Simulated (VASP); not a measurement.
Runs of VASP 6.6.1 on SiC (Moissanite 3C). The structure is that of space group F-43m (No. 216), or close to it. The cells are those of the table. 

```tsv
task	level	potentials or basis	cell	k mesh	cutoff (eV)	grid for exact exchange (PRECFOCK)	gap on the mesh (eV)	pressure (GPa)	relaxed volume (Å³/atom)
relaxation of cell and atoms	PBE	VASP PAW PBE potentials, release 64 (Si, C)	relaxed from a = 3.082 Å, angles 60.0°, 2 atoms	10 × 10 × 10	600	-	1.37	0.0	(c)
single point	PBE0	VASP PAW PBE potentials, release 64 (Si, C)	a = 3.081 Å, angles 60.0°, 2 atoms	8 × 8 × 8	520	Normal	2.96	-1.8	-
relaxation of the atoms	r2SCAN	VASP PAW PBE potentials, release 64 (Si, C)	atoms relaxed from a = 3.039 Å, angles 60.0°, 2 atoms	12 × 12 × 12	520	-	(b)	9.8	-
relaxation of cell and atoms	PBEsol	VASP PAW PBE potentials, release 64 (Si, C)	relaxed from a = 3.082 Å, angles 60.0°, 2 atoms	10 × 10 × 10	600	-	(a)	0.0	-
relaxation of cell and atoms	LDA	VASP PAW LDA potentials, release 64 (Si, C)	relaxed from a = 3.082 Å, angles 60.0°, 2 atoms	10 × 10 × 10	600	-	1.29	0.0	10.15
```

Alike in all rows: no spin polarisation; smearing fermi-dirac 0.02 eV.

Estimate the missing entries.

(a) 1.23; (b) 1.70; (c) 10.49.

Caveats: the PAW data sets were made with another functional, which shifts forces and pressure a little (some runs); the relaxation stopped at its first step, so nothing moved (some runs).

A k mesh can miss the band edges.
